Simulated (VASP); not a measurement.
Write the native input for VASP 6.6.1 that does the following.

```
Task                   : single point
Functional             : PBEsol
Potentials or basis    : VASP PAW PBE potentials, release 64 (Si, Ge_d)
Cutoff                 : 520 eV
k mesh                 : 6 × 6 × 6
Occupations            : gaussian, width 0.03 eV
Spin                   : no spin polarisation
Dipole correction      : no
Further INCAR settings : ALGO = Normal; EDIFF = 1e-07; NBANDS = 31
```

The structure of Si7Ge lies in POSCAR:

```
Si7Ge
1.0
    5.4653950700      0.0000000000      0.0000000000
    0.0000000000      5.4653950700      0.0000000000
    0.0000000000      0.0000000000      5.4653950700
Si Ge
7 1
Direct
    0.2526152100      0.2526152100      0.2526152100
    0.0000000000      0.5000000000      0.5000000000
    0.5000000000      0.5000000000      0.0000000000
    0.5000000000      0.0000000000      0.5000000000
    0.7473847900      0.2526152100      0.7473847900
    0.7473847900      0.7473847900      0.2526152100
    0.2526152100      0.7473847900      0.7473847900
    0.0396140349      0.0396140349      0.0396140349
```

This cell differs from its parent crystal: atom 8 (Ge) moved +0.375 Å towards its neighbour atom 1 (Si) at 2.391 Å.

These files were run (other wordings do the same):

INCAR

```
SYSTEM = Si7Ge
PREC = Accurate
ENCUT = 520
EDIFF = 1E-7
ISMEAR = 0
SIGMA = 0.03
LREAL = .False.
LASPH = .True.
NELM = 100
ALGO = Normal
ISIF = 2
LWAVE = .False.
LCHARG = .False.
GGA = PS
NBANDS = 31
```

KPOINTS

```
Automatic mesh
0
Gamma
  6 6 6
  0 0 0
```

Potentials or basis: VASP PAW PBE potentials, release 64 (Si, Ge_d).

Launch:

```console
$ cat potpaw_PBE.64/Si/POTCAR potpaw_PBE.64/Ge_d/POTCAR > POTCAR
$ mpirun -np 1 vasp_std > vasp.out
```

It gave:

| Quantity | Value |
| --- | --- |
| Pressure | 1.8 GPa |
| Largest force | 8.085 eV/Å |
| Band gap on the k mesh | 0.18 eV (least direct gap 0.25 eV) |

Caveat: the cell differs from its parent crystal (atom 8 (Ge) moved +0.375 Å towards its neighbour atom 1 (Si) at 2.391 Å); the PAW data sets were made with another functional, which shifts forces and pressure a little.

It took 110 s on 1 thread of Intel(R) Xeon(R) 6975P-C (Granite Rapids), on a shared host, peak memory 0.33 GiB.
